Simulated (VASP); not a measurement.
Here is a VASP 6.6.1 calculation.

File INCAR:

```
SYSTEM = GaN
  PREC = Accurate
  ENCUT = 520
  EDIFF = 1E-6
  ISMEAR = 0
  SIGMA = 0.05
  LREAL = .False.
  LASPH = .True.
  NELM = 80
  ALGO = Normal
  ISIF = 2
  LWAVE = .False.
  LCHARG = .True.
  GGA = PS
  LELF = .True.
  LVHAR = .True.
  NBANDS = 26
```

Contents of KPOINTS:

```
regular mesh
0
Gamma
  12 12 6
  0 0 0
```

The input POSCAR:

```
GaN
1.0
    3.0339000000      0.0000000000      0.0000000000
   -1.5169500000      2.6274344725      0.0000000000
    0.0000000000      0.0000000000      5.1851394219
Ga N
2 2
Direct
    0.3333333333      0.6666666667      0.9991906513
    0.6666666667      0.3333333333      0.4991906513
    0.3333333333      0.6666666667      0.3758093487
    0.6666666667      0.3333333333      0.8758093487
```

Potentials or basis: VASP PAW PBE potentials, release 64 (Ga_d, N).

The run is started by

```sh
$ cat potpaw_PBE.64/Ga_d/POTCAR potpaw_PBE.64/N/POTCAR > POTCAR
$ mpirun -np 1 vasp_std > vasp.out
```

Predict the pressure.

22.8 GPa.

Predict the band gap on the k mesh.

2.31 eV, direct.

Stress tensor (GPa, compression positive):
```
30.64  0.00  0.00
 0.00 30.64  0.00
 0.00  0.00  7.02
```

Caveat: the PAW data sets were made with another functional, which shifts forces and pressure a little.
